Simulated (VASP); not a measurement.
# Cu in VASP: notebook

Runs on Cu. Level: r2SCAN. Tasks: single point.

Program: VASP 6.6.1. These are calculated values, not measurements. Logs are shortened: lines on timing, memory, paths and dates and some standing lists are left out, and cuts for length are marked.

### 1 The cell of the first run

The cell holds a slab with vacuum, 6 atoms: a = 2.504 Å, b = 2.504 Å, c = 23.844 Å, α = 90.00°, β = 90.00°, γ = 120.00°.

### 2 Single point, r2SCAN (strain +0.000 along x and y, -0.030 along z)

Input file POSCAR:

```
Cu
1.0
    2.5040453611      0.0000000000      0.0000000000
   -1.2520226805      2.1685668949      0.0000000000
    0.0000000000      0.0000000000     23.8443920896
Cu
6
Direct
    0.0000000000      0.0000000000      0.3734320076
    0.6666666667      0.3333333333      0.2894029604
    0.3333333333      0.6666666667      0.4577928645
    0.0000000000      0.0000000000      0.6265679924
    0.6666666667      0.3333333333      0.5422071355
    0.3333333333      0.6666666667      0.7105970396
```

Input file INCAR.step1:

```
PREC = Accurate
ENCUT = 520
ISMEAR = 0
SIGMA = 0.15
LREAL = False
LASPH = True
NELM = 60
NBANDS = 42
GGA = PE
ALGO = Normal
EDIFF = 1E-4
LWAVE = True
LCHARG = False
```

Input file INCAR.step2:

```
PREC = Accurate
ENCUT = 520
EDIFF = 1E-6
ISMEAR = 0
SIGMA = 0.15
LREAL = False
LASPH = True
NELM = 60
ALGO = Normal
ISIF = 2
LWAVE = False
LCHARG = False
METAGGA = R2SCAN
LMIXTAU = True
NBANDS = 42
ISTART = 1
```

Input file KPOINTS:

```
regular mesh
0
Gamma
  24 24 2
```

Potentials or basis: VASP PAW PBE potentials, release 64 (Cu).

The run is started by

```sh
$ cat potpaw_PBE.64/Cu/POTCAR > POTCAR
$ cp INCAR.step1 INCAR
$ mpirun -np 1 vasp_std > vasp.out
$ cp INCAR.step2 INCAR
$ mpirun -np 1 vasp_std > vasp.out
```

OUTCAR:

```text
PREC = Accurate
   ENCUT = 520
   EDIFF = 1E-6
   ISMEAR = 0
   LREAL = False
   LASPH = True
   NELM = 60
   ISIF = 2
   METAGGA = R2SCAN
   ISTART = 1

 ion  position               nearest neighbor table
   1  0.000  0.000  0.373-   2 2.47   2 2.47   2 2.47   3 2.48   3 2.48   3 2.48
   2  0.667  0.333  0.289-   1 2.47   1 2.47   1 2.47
   3  0.333  0.667  0.458-   1 2.48   1 2.48   1 2.48   5 2.48   5 2.48   5 2.48
   4  0.000  0.000  0.627-   6 2.47   6 2.47   6 2.47   5 2.48   5 2.48   5 2.48
   5  0.667  0.333  0.542-   4 2.48   4 2.48   4 2.48   3 2.48   3 2.48   3 2.48
   6  0.333  0.667  0.711-   4 2.47   4 2.47   4 2.47

  LATTYP: Found a hexagonal cell.
 ALAT       =     2.5040453611
 C/A-ratio  =     9.5223483009

  Lattice vectors:

 A1 = (   2.5040453611,   0.0000000000,   0.0000000000)
 A2 = (  -1.2520226805,   2.1685668949,   0.0000000000)
 A3 = (   0.0000000000,   0.0000000000,  23.8443920896)

Analysis of symmetry for initial positions (statically):
=====================================================================
 Subroutine PRICEL returns:
 Original cell was already a primitive cell.

 Routine SETGRP: Setting up the symmetry group for a
 hexagonal supercell.

 Subroutine GETGRP returns: Found 12 space group operations
 (whereof 12 operations were pure point group operations)
 out of a pool of 24 trial point group operations.

The static configuration has the point symmetry D_3d.

Analysis of symmetry for dynamics (positions and initial velocities):
=====================================================================
 Subroutine PRICEL returns:
 Original cell was already a primitive cell.

 Routine SETGRP: Setting up the symmetry group for a
 hexagonal supercell.

 Subroutine GETGRP returns: Found 12 space group operations
 (whereof 12 operations were pure point group operations)
 out of a pool of 24 trial point group operations.

The dynamic configuration has the point symmetry D_3d.

 Subroutine INISYM returns: Found 12 space group operations
 (whereof 12 operations are pure point group operations),
 and found     1 'primitive' translations

----------------------------------------------------------------------------------------

                                     Primitive cell

  volume of cell :     129.4796

[... 92 lines left out ...]
   LSORBIT =      F    spin-orbit coupling
   LASPH  =      T    aspherical Exc in radial PAW
   ENCUT  =  520.0 eV  38.22 Ry    6.18 a.u.   4.66  4.66 44.33*2*pi/ulx,y,z
   NELM   =     60;   NELMIN=  2; NELMDL=  0     # of ELM steps
   EDIFF  = 0.1E-05   stopping-criterion for ELM
   LREAL  =      F    real-space projection
   EDIFFG = 0.1E-04   stopping-criterion for IOM
   NSW    =      0    number of steps for IOM
   IBRION =     -1    ionic relax: 0-MD 1-quasi-New 2-CG
   NFREE  =      0    steps in history (QN), initial steepest desc. (CG)
   ISIF   =      2    stress and relaxation
   ISYM   =      2    0-nonsym 1-usesym 2-fastsym
   POTIM  = 0.5000    time-step for ionic-motion
   TEBEG  =    0.0;   TEEND  =   0.0 temperature during run
   PSTRESS=    0.0 pullay stress
   NELECT =      66.0000    total number of electrons
   NUPDOWN=      -1.0000    fix difference up-down
   EMIN   =  10.00;   EMAX   =-10.00  energy-range for DOS
   EFERMI =   0.00;   METHOD = LEGACY
   ISMEAR =     0;   SIGMA  =   0.15  broadening in eV -4-tet -1-fermi 0-gaus
   EFERMI_NEDOS =   21; number of points for ismear=-14 and -15
   IALGO  =     38    algorithm
   IMIX   =      4    mixing-type and parameters
     AMIX     =   0.40;   BMIX     =  1.00
     AMIX_MAG =   1.60;   BMIX_MAG =  1.00
  volume/ion in A,a.u.               =      21.58       145.63
  Fermi-wavevector in a.u.,A,eV,Ry     =   1.307743  2.471276 23.268570  1.710192
  Thomas-Fermi vector in A             =   2.438457
   LORBIT       =      0    0 simple, 1 ext, 2 COOP (PROOUT), +10 PAW based schemes
   METAGGA = R2SCAN    functional components
   LHFCALC =     F    Hartree Fock is set to
   AEXX    =    0.0000 exact exchange contribution
   IVDW    =     0    specifies the selected vdW correction
   LEPSILON=     F    determine dielectric tensor
   LRPA    =     F    only Hartree local field effects (RPA)
 non-spin polarized calculation
 Gauss-broadening in eV      SIGMA  =   0.15
  energy-cutoff  :      520.00
  volume of cell :      129.48
 maximum number of plane-waves:      3520
 NGX is ok and might be reduce to    20
   NGX =  9   NGY =  9   NGZ = 89

 number of electron      66.0000002 magnetization

 Free energy of the ion-electron system (eV)
  ---------------------------------------------------
  ext. energy  EPLUGINS =         0.00000000
  ---------------------------------------------------
  free energy    TOTEN  =       -63.85707446 eV

  energy without entropy =      -63.83661770  energy(sigma->0) =      -63.84684608

 E-fermi :   1.9191     XC(G=0):  -7.9512

 val. band max:        1.9107212701   @ k =   0.3333   0.1667   0.5000
 cond. band min:       1.9205069940   @ k =   0.3750   0.1250   0.0000
 fundamental gap:      0.0097857239
 Fermi energy:         1.9191448701

 k-point     1 :       0.0000    0.0000    0.0000
  band No.  band energies     occupation
      1      -8.1575      2.00000
      2      -7.4274      2.00000
      3      -6.3048      2.00000
      4      -5.0171      2.00000
      5      -4.0567      2.00000
      6      -3.7864      2.00000
[... 1069 lines left out ...]
     41       9.9855      0.00000
     42      10.8755      0.00000

 [... further k-points ...]
[... 5 lines left out ...]
  --------------------------------------------------------------------------------------
  -------------------------------------------------------------------------------------
  Total        1.6198559      1.6198559      3.2820512      0.0000000      0.0000000      0.0000000
  in kB       20.0440603     20.0440603     40.6120265      0.0000000      0.0000000      0.0000000
  external PRESSURE =      26.9000490 kB  Pullay stress =       0.0000000 kB

 VOLUME and BASIS-vectors are now :
 -----------------------------------------------------------------------------
  energy-cutoff  :      520.00
  volume of cell :      129.48
      direct lattice vectors                 reciprocal lattice vectors
     2.504045361  0.000000000  0.000000000     0.399353788  0.230567017  0.000000000
    -1.252022681  2.168566895  0.000000000     0.000000000  0.461134034  0.000000000
     0.000000000  0.000000000 23.844392090     0.000000000  0.000000000  0.041938582

 POSITION                                       TOTAL-FORCE (eV/Angst)
 -----------------------------------------------------------------------------------
      0.00000      0.00000      8.90426        -0.000000     -0.000000     -0.069610
      1.25202      0.72286      6.90064         0.000000      0.000000     -0.301321
     -0.00000      1.44571     10.91579         0.000000     -0.000000      0.011389
      0.00000      0.00000     14.94013         0.000000      0.000000      0.069610
      1.25202      0.72286     12.92860        -0.000000      0.000000     -0.011389
     -0.00000      1.44571     16.94375        -0.000000     -0.000000      0.301321
 -----------------------------------------------------------------------------------
    total drift:                                0.000000      0.000000      0.000000

  FREE ENERGIE OF THE ION-ELECTRON SYSTEM (eV)
  ---------------------------------------------------
  free  energy   TOTEN  =       -63.8570744577 eV

  energy  without entropy=      -63.8366176962  energy(sigma->0) =      -63.84684608
```

OSZICAR.step1:

```text
N       E                     dE             d eps       ncg     rms          rms(c)
DAV:   1     0.595600644494E+03    0.59560E+03   -0.29733E+04 10248   0.235E+03
DAV:   2     0.452632896374E+02   -0.55034E+03   -0.52988E+03 10248   0.434E+02
DAV:   3    -0.240811469141E+02   -0.69344E+02   -0.64260E+02 10518   0.206E+02
DAV:   4    -0.264565849434E+02   -0.23754E+01   -0.23624E+01 11720   0.517E+01
DAV:   5    -0.265068140536E+02   -0.50229E-01   -0.50200E-01 11880   0.635E+00    0.187E+01
DAV:   6    -0.232895382265E+02    0.32173E+01   -0.51778E+01 11470   0.122E+02    0.902E+00
DAV:   7    -0.213133081303E+02    0.19762E+01   -0.10180E+01 12298   0.535E+01    0.128E+00
DAV:   8    -0.213090354261E+02    0.42727E-02   -0.58088E-01 13690   0.270E+01    0.158E+00
DAV:   9    -0.212745695450E+02    0.34466E-01   -0.18616E-01 13324   0.177E+01    0.945E-01
DAV:  10    -0.212604263992E+02    0.14143E-01   -0.49112E-02 18982   0.671E+00    0.440E-01
DAV:  11    -0.212572063034E+02    0.32201E-02   -0.19798E-02 13692   0.505E+00    0.187E-01
DAV:  12    -0.212570345376E+02    0.17177E-03   -0.10269E-02 11766   0.216E+00    0.135E-01
DAV:  13    -0.212567378978E+02    0.29664E-03   -0.24711E-03 11472   0.147E+00    0.607E-02
DAV:  14    -0.212566579029E+02    0.79995E-04   -0.41068E-04 10882   0.375E-01
   1 F= -.21256658E+02 E0= -.21245976E+02  d E =-.213636E-01
```

It took 43 min on 1 thread of Intel Xeon Platinum 8488C (Sapphire Rapids), shared host; peak memory 0.58 GiB.

What came out:

| Quantity | Value |
| --- | --- |
| Free energy | -63.8571 eV |
| Largest force | 0.301 eV/Å |
| Band gap on the k mesh | zero (bands 33 and 34 overlap by 5.42 eV) |

Forces on the atoms (eV/Å):
```
Cu   0.000  0.000 -0.070
Cu   0.000  0.000 -0.301
Cu   0.000  0.000  0.011
Cu   0.000  0.000  0.070
Cu   0.000  0.000 -0.011
Cu   0.000  0.000  0.301
```

Caveat: the cell differs from its parent crystal (strain +0.000 along x and y, -0.030 along z); there is no dipole correction, which matters where the two faces differ; the PAW data sets were made with another functional, which shifts forces and pressure a little.

### 3 Single point, r2SCAN (strain +0.030 along x and y, +0.030 along z)

Edit POSCAR of step 2 so:

```diff
@@ -2,5 +2,5 @@
 1.0
-    2.5040453611      0.0000000000      0.0000000000
-   -1.2520226805      2.1685668949      0.0000000000
-    0.0000000000      0.0000000000     23.8443920896
+    2.5791667219      0.0000000000      0.0000000000
+   -1.2895833609      2.2336239018      0.0000000000
+    0.0000000000      0.0000000000     25.3193029404
 Cu
```

Input file INCAR.step1:

```
PREC = Accurate ; ENCUT = 520
ISMEAR = 0 ; SIGMA = 0.15
LREAL = F ; LASPH = T
NELM = 60 ; NBANDS = 42
GGA = PE ; ALGO = Normal
EDIFF = 1E-4 ; LWAVE = T
LCHARG = F
```

Input file INCAR.step2:

```
PREC = Accurate ; ENCUT = 520
EDIFF = 1E-6 ; ISMEAR = 0
SIGMA = 0.15 ; LREAL = F
LASPH = T ; NELM = 60
ALGO = Normal ; ISIF = 2
LWAVE = F ; LCHARG = T
METAGGA = R2SCAN ; LMIXTAU = T
LELF = T ; LVHAR = T
NBANDS = 42 ; ISTART = 1
```

KPOINTS is that of step 2.

Potentials or basis: VASP PAW PBE potentials, release 64 (Cu).

The run is started by

```sh
$ cat potpaw_PBE.64/Cu/POTCAR > POTCAR
$ cp INCAR.step1 INCAR
$ mpirun -np 1 vasp_std > vasp.out
$ cp INCAR.step2 INCAR
$ mpirun -np 1 vasp_std > vasp.out
```

Wall time 1.9 h (1 thread of Oxide Virtual Turin-like, shared host); peak memory 0.61 GiB.

The run converged. Its results:

- Free energy: -63.7042 eV
- Largest force: 0.426 eV/Å
- Band gap on the k mesh: zero (bands 33 and 34 overlap by 5.22 eV)

Forces in eV/Å, atoms in the order of the input:
```
Cu   0.000  0.000 -0.026
Cu   0.000  0.000  0.426
Cu   0.000  0.000  0.011
Cu   0.000  0.000  0.026
Cu   0.000  0.000 -0.011
Cu   0.000  0.000 -0.426
```

Levels at points of the mesh, in eV from the Fermi level:
| k point | band 31 | band 32 | band 33 | band 34 | band 35 | band 36 |
| --- | --- | --- | --- | --- | --- | --- |
| (0.00, 0.00, 0.00) | -1.90 | -1.73 | -1.73 | -1.68 | -1.68 | -0.83 |
| (0.50, 0.00, 0.00) | -0.42 | 0.31 | 0.87 | 1.24 | 1.53 | 1.64 |
| (0.00, 0.00, 0.50) | -1.90 | -1.73 | -1.73 | -1.68 | -1.68 | -0.83 |
| (0.50, 0.00, 0.50) | -0.42 | 0.31 | 0.87 | 1.24 | 1.53 | 1.64 |

Caveat: the cell differs from its parent crystal (strain +0.030 along x and y, +0.030 along z); there is no dipole correction, which matters where the two faces differ; the PAW data sets were made with another functional, which shifts forces and pressure a little.

The gap in the log of VASP goes by the Fermi energy; the results here count the filled bands.